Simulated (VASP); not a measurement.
Input of a VASP 6.6.1 run:

The input INCAR:

```
PREC = Accurate ; ENCUT = 520
EDIFF = 1E-6 ; ISMEAR = 0
SIGMA = 0.1 ; LREAL = F
LASPH = T ; NELM = 80
ALGO = Fast ; ISIF = 2
LWAVE = F ; LCHARG = F
GGA = PS ; NBANDS = 20
```

Contents of KPOINTS:

```
regular mesh
0
Gamma
  26 26 26
```

POSCAR

```
Mn
1.0
    0.0000000000      2.0969531273      4.0789007025
    1.2774780038      0.0000000000      4.0789007025
    1.2774780038      2.0969531273      0.0000000000
Mn
2
Direct
    0.1170220311      0.1170220311      0.8829779689
    0.8829779689      0.8829779689      0.1170220311
```

Potentials or basis: VASP PAW PBE potentials, release 64 (Mn_pv).

Command:

```bash
$ cat potpaw_PBE.64/Mn_pv/POTCAR > POTCAR
$ mpirun -np 1 vasp_std > vasp.out
```

(1) What does it give for the largest force?

(2) Predict the pressure.

(3) Predict the band gap on the k mesh.

## Answers

(1) 0.742 eV/Å.

(2) 3.1 GPa.

(3) zero (bands 13 and 14 overlap by 2.36 eV).

Caveat: atoms lie so close that the PAW spheres overlap strongly, which falsifies energies and pressures; the stress differs along the axes, from -0 to 10 GPa; the PAW data sets were made with another functional, which shifts forces and pressure a little; the run has no spin polarisation, though such a crystal can be magnetic.
